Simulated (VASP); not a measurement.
Here is a VASP 6.6.1 calculation.

The input POSCAR:

```
AlN
1.0
    2.9668956864      0.0000000000      0.0000000000
   -1.4834478432      2.5694070348      0.0000000000
    0.0000000000      0.0000000000      5.0908338596
Al N
2 2
Direct
    0.6666666667      0.3333333333      0.5052198461
    0.3333333333      0.6666666667      1.0052198461
    0.6666666667      0.3333333333      0.8747801539
    0.3333333333      0.6666666667      0.3747801539
```

File INCAR.step1:

```
SYSTEM = AlN
PREC = Accurate
ENCUT = 520
ISMEAR = 0
SIGMA = 0.02
LREAL = .FALSE.
LASPH = .TRUE.
NELM = 80
NBANDS = 16
GGA = PE
ALGO = Normal
EDIFF = 1E-4
LWAVE = .TRUE.
LCHARG = .FALSE.
```

Contents of INCAR.step2:

```
SYSTEM = AlN
PREC = Accurate
ENCUT = 520
EDIFF = 1E-7
ISMEAR = 0
SIGMA = 0.02
LREAL = .FALSE.
LASPH = .TRUE.
NELM = 80
ALGO = Normal
ISIF = 2
LWAVE = .FALSE.
LCHARG = .FALSE.
METAGGA = R2SCAN
LMIXTAU = .TRUE.
NBANDS = 16
ISTART = 1
```

The input KPOINTS:

```
regular mesh
0
G
  12 12 6
  0 0 0
```

Potentials or basis: VASP PAW PBE potentials, release 64 (Al, N).

Command:

```console
$ cat potpaw_PBE.64/Al/POTCAR potpaw_PBE.64/N/POTCAR > POTCAR
$ cp INCAR.step1 INCAR
$ mpirun -np 1 vasp_std > vasp.out
$ cp INCAR.step2 INCAR
$ mpirun -np 1 vasp_std > vasp.out
```

Problem. Estimate the pressure.

Solution. 17.2 GPa.

Problem. Estimate the largest force.

Solution. 0.007 eV/Å.

Problem. Predict the band gap on the k mesh.

Solution. 5.30 eV, indirect (least direct gap 5.38 eV).

Stress tensor (GPa, compression positive):
```
26.07  0.00  0.00
 0.00 26.07  0.00
 0.00  0.00 -0.50
```

Caveat: the cell differs from its parent crystal (biaxial strain in the a-b plane: -4.5 %, then relaxed in part); the PAW data sets were made with another functional, which shifts forces and pressure a little. A k mesh can miss the band edges.
